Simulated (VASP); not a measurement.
Input of a VASP 6.6.1 run:

POSCAR

```
TiNi
1.0
    2.9982158396      0.0000000000      0.0000000000
    0.0000000000      2.9982158396      0.0000000000
    0.0000000000      0.0000000000      2.9982158396
Ti Ni
1 1
Direct
    0.5000000000      0.5000000000      0.5000000000
    0.0000000000      0.0000000000      0.0000000000
```

INCAR.step1

```
SYSTEM = TiNi
ALGO = Normal
EDIFF = 1E-4
ENCUT = 600
GGA = PE
ISMEAR = 0
LASPH = .TRUE.
LCHARG = .FALSE.
LREAL = .FALSE.
LWAVE = .TRUE.
NELM = 100
PREC = Accurate
SIGMA = 0.1
```

Contents of INCAR.step2:

```
SYSTEM = TiNi
ALGO = Normal
EDIFF = 1E-7
EDIFFG = -0.008
ENCUT = 600
IBRION = 2
ISIF = 3
ISMEAR = 0
ISTART = 1
LASPH = .TRUE.
LCHARG = .FALSE.
LMIXTAU = .TRUE.
LREAL = .FALSE.
LWAVE = .FALSE.
METAGGA = R2SCAN
NELM = 100
NSW = 70
PREC = Accurate
PSTRESS = -10.0
SIGMA = 0.1
```

KPOINTS

```
k-points
0
G
  14 14 14
  0 0 0
```

Potentials or basis: VASP PAW PBE potentials, release 64 (Ti_sv, Ni).

Command:

```sh
$ cat potpaw_PBE.64/Ti_sv/POTCAR potpaw_PBE.64/Ni/POTCAR > POTCAR
$ cp INCAR.step1 INCAR
$ mpirun -np 1 vasp_std > vasp.out
$ cp INCAR.step2 INCAR
$ mpirun -np 1 vasp_std > vasp.out
```

Task: Estimate the relaxed cell.

Result: a = 2.997 Å, b = 2.997 Å, c = 2.997 Å, α = 90.00°, β = 90.00°, γ = 90.00°.

Task: Predict the band gap on the k mesh.

Result: Zero (band 11 reaches 10.00 eV, above the bottom of band 12 at 8.19 eV).

Step by step:
| step | energy change (eV) | largest force (eV/Å) | pressure (GPa) | volume (Å³) |
| --- | --- | --- | --- | --- |
| 1 | 0.0000 | 0.0000 | -1.25 | 26.95 |
| 2 | -0.0005 | 0.0000 | -0.68 | 26.87 |
| 3 | -0.0002 | 0.0000 | -0.99 | 26.92 |

Caveat: the cell is relaxed towards a set pressure, so the enthalpy falls and the energy may rise; the PAW data sets were made with another functional, which shifts forces and pressure a little. Spin polarisation is off, so any magnetic state and its effect on volume and gap are missing.
